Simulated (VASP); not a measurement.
**Sn: single point with PBE**

The system is Sn.

```
Sn
1.0
     0.00000    3.32911    3.32911
     3.32911    0.00000    3.32911
     3.32911    3.32911    0.00000
Sn
2
Direct
  0.00000 0.00000 0.00000
  0.25000 0.25000 0.25000
```

This isn't the form of Sn at room conditions, which is tetragonal (white tin).

```json
{
 "Program": "VASP 6.6.1",
 "Task": "single point",
 "Functional": "PBE",
 "Potentials or basis": "VASP PAW PBE potentials, release 64 (Sn_d)",
 "Cutoff": "520 eV",
 "k mesh": "12 × 12 × 12",
 "Occupations": "gaussian, width 0.1 eV",
 "Spin": "no spin polarisation"
}
```

```json
{"Pressure": "-0.1 GPa", "Band gap on the k mesh": "zero (bands 14 and 15 overlap by 0.23 eV)"}
```

Levels at points of the mesh, in eV from the Fermi level:
| k point | band 12 | band 13 | band 14 | band 15 | band 16 | band 17 |
| --- | --- | --- | --- | --- | --- | --- |
| (0.00, 0.00, 0.00) | -1.14 | 0.11 | 0.11 | 0.11 | 2.17 | 2.17 |
| (0.50, 0.00, 0.00) | -6.01 | -0.98 | -0.98 | -0.12 | 3.22 | 3.22 |
| (0.50, 0.50, 0.00) | -7.24 | -2.20 | -2.20 | 0.93 | 0.93 | 7.27 |

It took 89 s on 1 thread of Intel Xeon 8259CL (shared host), peak memory 0.25 GiB.

Caveat: spin-orbit coupling is left out, which moves the levels of the heavy elements.
